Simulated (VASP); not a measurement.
The system is WC.

```xyz
2
Lattice="0.0000 2.2072 2.2072 2.2072 0.0000 2.2072 2.2072 2.2072 0.0000" Properties=species:S:1:pos:R:3 pbc="T T T"
W     0.0000    0.0000    0.0000
C     2.2072    2.2072    2.2072
```

This cell differs from its parent crystal: volume scaled by 1.02.

Base run:

- Program: VASP 6.6.1
- Functional: LDA
- Potentials or basis: VASP PAW LDA potentials, release 64 (W_sv, C)
- Cutoff: 520 eV
- k mesh: 10 × 10 × 10
- Occupations: fermi-dirac, width 0.05 eV
- Spin: no spin polarisation

Its results: band gap on the k mesh zero (band 9 reaches 12.96 eV, above the bottom of band 10 at 9.89 eV); pressure -20.5 GPa.

Question: The run is repeated on the same cell with these changes: functional from LDA to r2SCAN; potentials or basis from VASP PAW LDA potentials, release 64 (W_sv, C) to VASP PAW PBE potentials, release 64 (W_sv, C_h); cutoff from 520 eV to 910 eV. What comes out?

Answer: Band gap on the k mesh zero (band 9 reaches 13.48 eV, above the bottom of band 10 at 10.26 eV); pressure -10.8 GPa.

Caveats: spin-orbit coupling is left out, which moves the levels of the heavy elements; the cutoff is under 1.25 times the usual one of these potentials, so pressure, stress and relaxed cells hold a basis-set (Pulay) error (some runs); the PAW data sets were made with another functional, which shifts forces and pressure a little (some runs).
